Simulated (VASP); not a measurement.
Se: single point with PBE+D3(BJ)

The system is Se.

```
CELL_PARAMETERS angstrom
4.06624 0.00000 0.00000
-2.03312 3.52147 0.00000
0.00000 0.00000 5.12748
ATOMIC_POSITIONS crystal
Se 0.24757 0.00000 0.33333
Se 0.00000 0.24757 0.66667
Se 0.75243 0.75243 0.00000
```

* Program: VASP 6.6.1
* Task: single point
* Functional: PBE
* Dispersion: D3(BJ)
* Potentials or basis: VASP PAW PBE potentials, release 64 (Se)
* Cutoff: 520 eV
* k mesh: 6 × 6 × 6
* Occupations: gaussian, width 0.02 eV
* Spin: no spin polarisation
* Dipole correction: no
* Further INCAR settings: ALGO = Normal; EDIFF = 1e-07; NBANDS = 16

```json
{
 "Pressure": "0.1 GPa",
 "Largest force": "0.017 eV/Å",
 "Band gap on the k mesh": "0.52 eV, direct",
 "Dispersion energy per atom": "-0.357 eV"
}
```

Forces on the atoms (eV/Å):
```
Se   0.017  0.000  0.000
Se  -0.008  0.015  0.000
Se  -0.008 -0.015  0.000
```

Levels at points of the mesh, in eV from the valence-band top:
| k point | band 5 | band 6 | band 7 | band 8 | band 9 | band 10 | band 11 | band 12 | band 13 | band 14 |
| --- | --- | --- | --- | --- | --- | --- | --- | --- | --- | --- |
| (0.00, 0.00, 0.00) | -3.43 | -3.43 | -1.86 | -1.86 | -0.52 | 1.48 | 1.48 | 2.07 | 6.42 | 6.42 |
| (0.50, 0.00, 0.00) | -4.93 | -3.77 | -3.52 | -1.45 | -0.97 | 1.49 | 1.74 | 4.27 | 4.48 | 8.59 |
| (0.00, 0.00, 0.50) | -3.09 | -3.09 | -1.37 | -1.34 | -1.34 | 0.95 | 0.97 | 0.97 | 5.70 | 7.07 |
| (0.50, 0.00, 0.50) | -4.34 | -4.21 | -2.39 | -1.91 | -0.06 | 1.33 | 2.52 | 2.97 | 6.05 | 7.40 |

Wall time 63 s on 1 thread of Oxide Virtual Turin-like Processor, on a shared host, peak memory 0.17 GiB.

A k mesh can miss the band edges. A hybrid or GW would open this gap; PBE tends to underestimate it.
